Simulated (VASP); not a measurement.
# Ta (Im-3m) in VASP: a series of runs

The runs below take Ta through single point, relaxation of cell and atoms, with PBEsol.

All numbers are computed with VASP 6.6.1; they aren't measurements. Logs are shortened: lines on timing, memory, paths and dates and some standing lists are left out, and cuts for length are marked.

## 1. The cell of the first run

It takes space group Im-3m (No. 229, cubic). Conventional cell: a = 3.282 Å, b = 3.282 Å, c = 3.282 Å, α = 90.00°, β = 90.00°, γ = 90.00°. Ta (site symmetry m-3m) has 14 Ta at 2.84 to 3.28 Å within 3.7 Å.

## 2. Single point, PBEsol

INCAR reads:

```
SYSTEM = Ta
PREC = Accurate ; ENCUT = 520
EDIFF = 1E-6 ; ISMEAR = -1
SIGMA = 0.08 ; LREAL = .False.
LASPH = .True. ; NELM = 60
ALGO = Normal ; ISIF = 2
LWAVE = .False. ; LCHARG = .False.
GGA = PS ; NBANDS = 12
```

KPOINTS reads:

```
regular mesh
0
Gamma
  20 20 20
  0 0 0
```

POSCAR reads:

```
Ta
1.0
   -1.6411552254      1.6411552254      1.6411552254
    1.6411552254     -1.6411552254      1.6411552254
    1.6411552254      1.6411552254     -1.6411552254
Ta
1
Direct
    0.0000000000      0.0000000000      0.0000000000
```

Potentials or basis: VASP PAW PBE potentials, release 64 (Ta_pv).

Launch:

```console
$ cat potpaw_PBE.64/Ta_pv/POTCAR > POTCAR
$ mpirun -np 1 vasp_std > vasp.out
```

OUTCAR:

```text
SYSTEM = Ta
   PREC = Accurate
   ENCUT = 520
   EDIFF = 1E-6
   ISMEAR = -1
   LREAL = .False.
   LASPH = .True.
   NELM = 60
   ISIF = 2
   GGA = PS

 ion  position               nearest neighbor table
   1  0.000  0.000  0.000-

  LATTYP: Found a body centered cubic cell.
 ALAT       =     3.2823104508

  Lattice vectors:

 A1 = (  -1.6411552254,   1.6411552254,   1.6411552254)
 A2 = (   1.6411552254,  -1.6411552254,   1.6411552254)
 A3 = (   1.6411552254,   1.6411552254,  -1.6411552254)

Analysis of symmetry for initial positions (statically):
=====================================================================
 Subroutine PRICEL returns:
 Original cell was already a primitive cell.

 Routine SETGRP: Setting up the symmetry group for a
 body centered cubic supercell.

 Subroutine GETGRP returns: Found 48 space group operations
 (whereof 48 operations were pure point group operations)
 out of a pool of 48 trial point group operations.

The static configuration has the point symmetry O_h .

Analysis of symmetry for dynamics (positions and initial velocities):
=====================================================================
 Subroutine PRICEL returns:
 Original cell was already a primitive cell.

 Routine SETGRP: Setting up the symmetry group for a
 body centered cubic supercell.

 Subroutine GETGRP returns: Found 48 space group operations
 (whereof 48 operations were pure point group operations)
 out of a pool of 48 trial point group operations.

The dynamic configuration has the point symmetry O_h .

 Subroutine INISYM returns: Found 48 space group operations
 (whereof 48 operations are pure point group operations),
 and found     1 'primitive' translations

----------------------------------------------------------------------------------------

                                     Primitive cell

  volume of cell :      17.6811

  direct lattice vectors                    reciprocal lattice vectors
    -1.641155225  1.641155225  1.641155225     0.000000000  0.304663442  0.304663442
     1.641155225 -1.641155225  1.641155225     0.304663442  0.000000000  0.304663442
     1.641155225  1.641155225 -1.641155225     0.304663442  0.304663442  0.000000000

  length of vectors
     2.842564233  2.842564233  2.842564233     0.430859172  0.430859172  0.430859172

  position of ions in fractional coordinates (direct lattice)
     0.000000000  0.000000000  0.000000000

  ion indices of the primitive-cell ions
   primitive index   ion index
                 1           1

----------------------------------------------------------------------------------------

 KPOINTS: regular mesh

Automatic generation of k-mesh.
 Grid dimensions read from file:
 generate k-points for:   20   20   20

 Generating k-lattice:

  Cartesian coordinates                     Fractional coordinates (reciprocal lattice)
     0.000000000  0.015233172  0.015233172     0.050000000  0.000000000  0.000000000
     0.015233172  0.000000000  0.015233172     0.000000000  0.050000000  0.000000000
     0.015233172  0.015233172  0.000000000     0.000000000  0.000000000  0.050000000

  Length of vectors
     0.021542959  0.021542959  0.021542959

  Shift w.r.t. Gamma in fractional coordinates (k-lattice)
     0.000000000  0.000000000  0.000000000

 Subroutine IBZKPT returns following result:
 ===========================================

 Found    256 irreducible k-points:

 Following reciprocal coordinates:
            Coordinates               Weight
  0.000000  0.000000  0.000000      1.000000
  0.050000  0.000000  0.000000     12.000000
  0.100000  0.000000  0.000000     12.000000
  0.150000  0.000000  0.000000     12.000000
  0.200000  0.000000  0.000000     12.000000
  0.250000  0.000000  0.000000     12.000000
[... 16 lines left out ...]
  0.200000  0.100000  0.000000     48.000000
  0.250000  0.100000  0.000000     48.000000
 [... further k-points ...]
   k-points           NKPTS =    256   k-points in BZ     NKDIM =    256   number of bands    NBANDS=     12
   number of dos      NEDOS =    301   number of ions     NIONS =      1
   total plane-waves  NPLWV =  13824
   dimension x,y,z NGX =    24 NGY =   24 NGZ =   24
   dimension x,y,z NGXF=    48 NGYF=   48 NGZF=   48
   ions per type =               1
   NGX,Y,Z   is equivalent  to a cutoff of  14.04, 14.04, 14.04 a.u.
   NGXF,Y,Z  is equivalent  to a cutoff of  28.07, 28.07, 28.07 a.u.
 SYSTEM =  Ta
   PREC   = accura    normal or accurate (medium, high low for compatibility)
   ISTART =      0    job   : 0-new  1-cont  2-samecut
   ICHARG =      2    charge: 1-file 2-atom 10-const
   ISPIN  =      1    spin polarized calculation?
   LNONCOLLINEAR =      F non collinear calculations
   LSORBIT =      F    spin-orbit coupling
   LASPH  =      T    aspherical Exc in radial PAW
   ENCUT  =  520.0 eV  38.22 Ry    6.18 a.u.   5.29  5.29  5.29*2*pi/ulx,y,z
   NELM   =     60;   NELMIN=  2; NELMDL= -5     # of ELM steps
   EDIFF  = 0.1E-05   stopping-criterion for ELM
   LREAL  =      F    real-space projection
   EDIFFG = 0.1E-04   stopping-criterion for IOM
   NSW    =      0    number of steps for IOM
   IBRION =     -1    ionic relax: 0-MD 1-quasi-New 2-CG
   NFREE  =      0    steps in history (QN), initial steepest desc. (CG)
   ISIF   =      2    stress and relaxation
   ISYM   =      2    0-nonsym 1-usesym 2-fastsym
   POTIM  = 0.5000    time-step for ionic-motion
   TEBEG  =    0.0;   TEEND  =   0.0 temperature during run
   PSTRESS=    0.0 pullay stress
   NELECT =      11.0000    total number of electrons
   NUPDOWN=      -1.0000    fix difference up-down
   EMIN   =  10.00;   EMAX   =-10.00  energy-range for DOS
   EFERMI =   0.00;   METHOD = LEGACY
   ISMEAR =    -1;   SIGMA  =   0.08  broadening in eV -4-tet -1-fermi 0-gaus
   EFERMI_NEDOS =   21; number of points for ismear=-14 and -15
   IALGO  =     38    algorithm
   IMIX   =      4    mixing-type and parameters
     AMIX     =   0.40;   BMIX     =  1.00
     AMIX_MAG =   1.60;   BMIX_MAG =  1.00
  volume/ion in A,a.u.               =      17.68       119.32
  Fermi-wavevector in a.u.,A,eV,Ry     =   1.397557  2.640999 26.574415  1.953164
  Thomas-Fermi vector in A             =   2.520801
   LORBIT       =      0    0 simple, 1 ext, 2 COOP (PROOUT), +10 PAW based schemes
   GGA     = PS    functional components
   LHFCALC =     F    Hartree Fock is set to
   AEXX    =    0.0000 exact exchange contribution
   IVDW    =     0    specifies the selected vdW correction
   LEPSILON=     F    determine dielectric tensor
   LRPA    =     F    only Hartree local field effects (RPA)
 non-spin polarized calculation
  energy-cutoff  :      520.00
  volume of cell :       17.68
 maximum number of plane-waves:       490
 NGX is ok and might be reduce to    24
   NGX = 11   NGY = 11   NGZ = 11

 number of electron      11.0000002 magnetization

 Free energy of the ion-electron system (eV)
  ---------------------------------------------------
  ext. energy  EPLUGINS =         0.00000000
  ---------------------------------------------------
  free energy    TOTEN  =       -12.56496327 eV

  energy without entropy =      -12.53789872  energy(sigma->0) =      -12.55143099

 E-fermi :   5.4638     XC(G=0): -12.8237

 val. band max:        5.4636098216   @ k =  -0.4000   0.4000   0.1000
 cond. band min:       5.4710877461   @ k =  -0.3000   0.3000   0.1500
 fundamental gap:      0.0074779245
 Fermi energy:         5.4637719772

 k-point     1 :       0.0000    0.0000    0.0000
  band No.  band energies     occupation
      1     -27.4813      2.00000
      2     -27.4813      2.00000
      3     -27.4813      2.00000
      4      -2.5293      2.00000
      5       6.1899      0.00023
      6       6.1899      0.00023
      7       6.1899      0.00023
      8       9.5266      0.00000
      9       9.5266      0.00000
     10      20.1954      0.00000
     11      20.5994      0.00000
     12      20.5994      0.00000

 k-point     2 :       0.0500    0.0000    0.0000
  band No.  band energies     occupation
      1     -27.5150      2.00000
      2     -27.4916      2.00000
      3     -27.4815      2.00000
      4      -2.4141      2.00000
      5       6.1143      0.00059
      6       6.1695      0.00029
      7       6.3026      0.00006
      8       9.3996      0.00000
      9       9.5264      0.00000
     10      20.1954      0.00000
     11      20.7054      0.00000
     12      20.8007      0.00000

 k-point     3 :       0.1000    0.0000    0.0000
  band No.  band energies     occupation
      1     -27.6117      2.00000
      2     -27.5213      2.00000
      3     -27.4821      2.00000
      4      -2.0781      2.00000
      5       5.9028      0.00824
      6       6.0865      0.00083
      7       6.6377      0.00000
      8       9.1150      0.00000
      9       9.5312      0.00000
     10      20.1949      0.00000
     11      20.9844      0.00000
     12      21.3878      0.00000

 k-point     4 :       0.1500    0.0000    0.0000
  band No.  band energies     occupation
      1     -27.7595      2.00000
      2     -27.5672      2.00000
      3     -27.4830      2.00000
      4      -1.5525      2.00000
      5       5.5944      0.32678
      6       5.8977      0.00878
      7       7.1870      0.00000
      8       8.8742      0.00000
      9       9.5548      0.00000
     10      20.1941      0.00000
     11      21.2921      0.00000
     12      22.3180      0.00000

 k-point     5 :       0.2000    0.0000    0.0000
  band No.  band energies     occupation
      1     -27.9412      2.00000
      2     -27.6245      2.00000
      3     -27.4842      2.00000
      4      -0.8940      2.00000
      5       5.2363      1.88996
      6       5.6158      0.26008
      7       7.9356      0.00000
      8       8.8146      0.00000
      9       9.6132      0.00000
     10      20.1922      0.00000
     11      21.3278      0.00000
     12      23.1922      0.00000
[... 228 lines left out ...]
      1     -27.8385      2.00000
      2     -27.5664      2.00000
      3     -27.5130      2.00000
      4      -1.2483      2.00000
      5       5.5339      0.58772
      6       5.6320      0.21767
      7       7.5831      0.00000
      8       8.6350      0.00000
      9       9.7239      0.00000
     10      20.1934      0.00000
     11      21.6199      0.00000
     12      22.5103      0.00000

 k-point    22 :       0.1500    0.1000    0.0000
  band No.  band energies     occupation
      1     -28.0005      2.00000
      2     -27.6218      2.00000
      3     -27.5227      2.00000
      4      -0.6036      2.00000
      5       5.2101      1.91940
      6       5.3376      1.65749
      7       8.3558      0.00000
      8       8.5351      0.00000
      9       9.8793      0.00000
     10      20.1911      0.00000
     11      21.8232      0.00000
     12      22.6077      0.00000

 k-point    23 :       0.2000    0.1000    0.0000
  band No.  band energies     occupation
      1     -28.1729      2.00000
      2     -27.6914      2.00000
      3     -27.5275      2.00000
      4       0.0953      2.00000
      5       4.8512      1.99905
      6       5.0990      1.97929
      7       8.5935      0.00000
      8       9.3214      0.00000
      9      10.0352      0.00000
     10      20.1833      0.00000
     11      21.0502      0.00000
     12      22.4894      0.00000

 k-point    24 :       0.2500    0.1000    0.0000
  band No.  band energies     occupation
      1     -28.3397      2.00000
      2     -27.7631      2.00000
      3     -27.5308      2.00000
      4       0.7196      2.00000
      5       4.5306      1.99998
      6       5.0319      1.99099
      7       8.8080      0.00000
      8      10.1728      0.00000
      9      10.4037      0.00000
     10      19.9312      0.00000
     11      20.2256      0.00000
     12      21.5259      0.00000

 [... further k-points ...]

------------------------ aborting loop because EDIFF is reached ----------------------------------------

  FORCE on cell =-STRESS in cart. coord.  units (eV):
  Direction    XX          YY          ZZ          XY          YZ          ZX
  --------------------------------------------------------------------------------------
  -------------------------------------------------------------------------------------
  Total        0.0195903      0.0195903      0.0195903      0.0000000      0.0000000      0.0000000
  in kB        1.7751779      1.7751779      1.7751779      0.0000000      0.0000000      0.0000000
  external PRESSURE =       1.7751779 kB  Pullay stress =       0.0000000 kB

 VOLUME and BASIS-vectors are now :
 -----------------------------------------------------------------------------
  energy-cutoff  :      520.00
  volume of cell :       17.68
      direct lattice vectors                 reciprocal lattice vectors
    -1.641155225  1.641155225  1.641155225     0.000000000  0.304663442  0.304663442
     1.641155225 -1.641155225  1.641155225     0.304663442  0.000000000  0.304663442
     1.641155225  1.641155225 -1.641155225     0.304663442  0.304663442  0.000000000

 POSITION                                       TOTAL-FORCE (eV/Angst)
 -----------------------------------------------------------------------------------
      0.00000      0.00000      0.00000         0.000000     -0.000000      0.000000
 -----------------------------------------------------------------------------------
    total drift:                                0.000000      0.000000     -0.000000

  FREE ENERGIE OF THE ION-ELECTRON SYSTEM (eV)
  ---------------------------------------------------
  free  energy   TOTEN  =       -12.5649632679 eV

  energy  without entropy=      -12.5378987177  energy(sigma->0) =      -12.55143099
```

Run time: 14 s. Hardware: 1 thread of Intel Xeon 6975P-C (Granite Rapids), shared host; peak memory 0.18 GiB.

Results:

```yaml
Free_energy: -12.5650 eV
Pressure: 0.2 GPa
Band_gap_on_the_k_mesh: zero (an odd number of electrons rules out a gap without spin polarisation)
```

Levels at points of the mesh, in eV from the Fermi level:
| k point | band 3 | band 4 | band 5 | band 6 | band 7 | band 8 | band 9 | band 10 |
| --- | --- | --- | --- | --- | --- | --- | --- | --- |
| (0.00, 0.00, 0.00) | -32.95 | -7.99 | 0.73 | 0.73 | 0.73 | 4.06 | 4.06 | 14.73 |
| (0.50, 0.00, 0.00) | -32.95 | -4.47 | -1.60 | 1.70 | 3.95 | 5.01 | 8.00 | 12.02 |
| (0.50, 0.50, 0.50) | -33.82 | -3.92 | -3.92 | 7.00 | 7.00 | 7.00 | 8.84 | 8.84 |

Caveat: the PAW data sets were made with another functional, which shifts forces and pressure a little; spin-orbit coupling is left out, which moves the levels of the heavy elements.

## 3. Relaxation of cell and atoms, PBEsol

This run uses another cell than the first one, of 18.01 Å³/atom.

INCAR reads:

```
SYSTEM = Ta
  PREC = Accurate
  ENCUT = 600
  EDIFF = 1E-6
  ISMEAR = -1
  SIGMA = 0.08
  LREAL = .False.
  LASPH = .True.
  NELM = 100
  ALGO = Normal
  ISIF = 3
  LWAVE = .False.
  LCHARG = .False.
  GGA = PS
  IBRION = 2
  NSW = 100
  EDIFFG = -0.002
```

KPOINTS is that of step 2.

POSCAR reads:

```
Ta
1.0
   -1.6512800000      1.6512800000      1.6512800000
    1.6512800000     -1.6512800000      1.6512800000
    1.6512800000      1.6512800000     -1.6512800000
Ta
1
Direct
    0.0000000000      0.0000000000      0.0000000000
```

Potentials or basis: VASP PAW PBE potentials, release 64 (Ta_pv).

Launch:

```console
$ cat potpaw_PBE.64/Ta_pv/POTCAR > POTCAR
$ mpirun -np 1 vasp_std > vasp.out
```

Run time: 37 s. Hardware: 1 thread of Intel Xeon 6975P-C (Granite Rapids), shared host; peak memory 0.19 GiB.

The run converged. Its results:

```yaml
Free_energy: -12.5652 eV
Relaxed_volume: 17.70 Å³/atom
Relaxed_cell: a = 2.843 Å, b = 2.843 Å, c = 2.843 Å, α = 109.47°, β = 109.47°, γ = 109.47°
Space_group_after_relaxing_to_0.1_Å: Im-3m (No. 229)
Energy_gained_by_relaxing: 3.5 meV/atom
Ionic_steps: 6
Pressure_after_relaxing: 0.0 GPa
Band_gap_on_the_k_mesh: zero (an odd number of electrons rules out a gap without spin polarisation)
```

The path:
```csv
step,energy change (eV),largest force (eV/Å),pressure (GPa),volume (Å³)
1,0.0000,0.0000,-3.56,18.01
2,0.0163,0.0000,9.28,16.99
3,-0.0035,0.0000,-0.05,17.70
4,-0.0035,0.0000,0.02,17.70
5,-0.0035,0.0000,-0.03,17.70
6,-0.0035,0.0000,-0.01,17.70
```

Final structure:
```
CELL_PARAMETERS angstrom
-1.64168 1.64168 1.64168
1.64168 -1.64168 1.64168
1.64168 1.64168 -1.64168
ATOMIC_POSITIONS crystal
Ta 0.00000 0.00000 0.00000
```

Levels at points of the mesh, in eV from the Fermi level:
```csv
k point,band 4,band 5,band 6,band 7,band 8,band 9
"(0.00, 0.00, 0.00)",-7.99,0.73,0.73,0.73,4.06,4.06
"(0.50, 0.00, 0.00)",-4.46,-1.60,1.70,3.95,5.00,7.99
"(0.50, 0.50, 0.50)",-3.91,-3.91,6.99,6.99,6.99,8.83
```

Caveat: the PAW data sets were made with another functional, which shifts forces and pressure a little; spin-orbit coupling is left out, which moves the levels of the heavy elements.
